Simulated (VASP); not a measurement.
Input of a VASP 6.6.1 run:

INCAR

```
SYSTEM = BAs
PREC = Accurate
ENCUT = 520
EDIFF = 1E-7
ISMEAR = 0
SIGMA = 0.1
LREAL = .False.
LASPH = .True.
NELM = 80
ALGO = Normal
ISIF = 2
LWAVE = .False.
LCHARG = .True.
GGA = PE
LELF = .True.
LVHAR = .True.
NBANDS = 11
```

Contents of KPOINTS:

```
regular mesh
0
Gamma
  9 9 9
  0 0 0
```

File POSCAR:

```
BAs
1.0
    0.0000000000      2.3885000000      2.3885000000
    2.3885000000      0.0000000000      2.3885000000
    2.3885000000      2.3885000000      0.0000000000
As B
1 1
Direct
    0.7500000000      0.7500000000      0.7500000000
    0.0000000000      0.0000000000      0.0000000000
```

Potentials or basis: VASP PAW PBE potentials, release 64 (As, B).

The run is started by

```console
$ cat potpaw_PBE.64/As/POTCAR potpaw_PBE.64/B/POTCAR > POTCAR
$ mpirun -np 1 vasp_std > vasp.out
```

(1) Estimate the band gap on the k mesh.

(2) Predict the pressure.

Answers

(1) 1.23 eV, indirect (least direct gap 3.28 eV).

(2) 3.4 GPa.
